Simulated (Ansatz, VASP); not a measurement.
**Two plane-wave programs on B4N3**

```
B N
1.0
     3.60569    0.00000    0.00000
     0.00000    3.60569    0.00000
     0.00000    0.00000    3.60569
B N
4 3
Direct
  0.73866 0.26134 0.73866
  0.26134 0.73866 0.73866
  0.73866 0.73866 0.26134
  0.26134 0.26134 0.26134
  0.50000 0.50000 0.00000
  0.50000 0.00000 0.50000
  0.00000 0.50000 0.50000
```

Alike in both runs: functional PBE; k mesh 8 × 8 × 8; occupations gaussian, width 0.1 eV; no spin polarisation.

Ansatz relaxed the structure, and its values are those at the end. VASP's run is a single point on that final structure, the one shown.

|  | VASP | Ansatz |
| --- | --- | --- |
| version | VASP 6.6.1 | Ansatz 0.2.0 |
| potentials or method | VASP PAW PBE potentials, release 64 (B, N), cutoff 520 eV | scalar-relativistic, plane waves, PAW |
| valence electrons in the cell | 27 | 27 |

Ansatz gave:

| Quantity | Value |
| --- | --- |
| gap on the k mesh at the Fermi level (eV) | none |
| pressure (GPa) | 0.0 |
| rms of the force components (eV/Å) | 0.000 |

**Question.** Which values does VASP return?

**Answer.** gap on the k mesh at the Fermi level (eV): none; pressure (GPa): 0.2; rms of the force components (eV/Å): 0.003.

A gap of «none» marks a metal or a gap that the smearing closes.
